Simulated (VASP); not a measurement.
BeAg:

```
Be Ag
1.0
     3.03151    0.00000    0.00000
     0.00000    3.03151    0.00000
     0.00000    0.00000    3.03151
Be Ag
1 1
Cartesian
  0.0000 0.0000 0.0000
  1.5158 1.5158 1.5158
```

| Item | Value |
| --- | --- |
| Program | VASP 6.6.1 |
| Task | relaxation of cell and atoms |
| Functional | PBE |
| Potentials or basis | VASP PAW PBE potentials, release 64 (Be, Ag) |
| Cutoff | 600 eV |
| k mesh | 6 × 6 × 6 |
| Occupations | gaussian, width 0.1 eV |
| Spin | no spin polarisation |

At the start: pressure -8.5 GPa; volume 13.93 Å³/atom.

Q: Where does the relaxation end?

A: Over 3 steps the energy falls by 32.5 meV/atom and the volume is 12.79 Å³/atom (-8.2 %); space group Pm-3m (No. 221, to 0.1 Å) before and after.

Step by step:
```tsv
step	energy change (eV)	largest force (eV/Å)	pressure (GPa)	volume (Å³)
1	0.0000	0.0000	-8.46	27.86
2	-0.0597	0.0000	3.01	25.00
3	-0.0651	0.0000	0.02	25.58
```

Final structure:
```
CELL_PARAMETERS angstrom
2.94662 0.00000 0.00000
0.00000 2.94662 0.00000
0.00000 0.00000 2.94662
ATOMIC_POSITIONS crystal
Be 0.00000 0.00000 0.00000
Ag 0.50000 0.50000 0.50000
```
